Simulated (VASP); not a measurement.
## ZnS: single point with PBEsol

The system is ZnS.

```
Zn S
1.0
     3.68491    0.00000    0.00000
    -1.84246    3.19123    0.00000
     0.00000    0.00000    6.06542
Zn S
2 2
Direct
  0.33333 0.66667 0.00596
  0.66667 0.33333 0.50596
  0.33333 0.66667 0.37904
  0.66667 0.33333 0.87904
```

```yaml
Program: VASP 6.6.1
Task: single point
Functional: PBEsol
Potentials_or_basis: VASP PAW PBE potentials, release 64 (Zn, S)
Cutoff: 520 eV
k_mesh: 6 × 6 × 4
Occupations: gaussian, width 0.01 eV
Spin: no spin polarisation
Dipole_correction: no
Further_INCAR_settings: ALGO = Normal; EDIFF = 1e-06; NBANDS = 26
```

```json
{
 "Pressure": "7.3 GPa",
 "Band gap on the k mesh": "2.50 eV, direct"
}
```

Levels at points of the mesh, in eV from the valence-band top:
```tsv
k point	band 14	band 15	band 16	band 17	band 18	band 19	band 20	band 21	band 22	band 23
(0.00, 0.00, 0.00)	-1.06	-1.06	-0.12	0.00	0.00	2.50	3.17	6.14	6.14	6.36
(0.50, 0.00, 0.00)	-4.57	-3.82	-2.64	-2.05	-1.04	3.43	4.37	4.87	6.72	7.68
(0.00, 0.00, 0.50)	-3.18	-0.56	-0.56	-0.56	-0.56	3.71	3.71	6.63	6.63	6.63
(0.50, 0.00, 0.50)	-5.40	-1.94	-1.94	-1.90	-1.90	3.38	3.38	5.03	5.03	8.85
```

It took 31 s on 1 thread of Intel Xeon 6975P-C, with other jobs on the host, peak memory 0.2 GiB.

Caveat: the PAW data sets were made with another functional, which shifts forces and pressure a little.
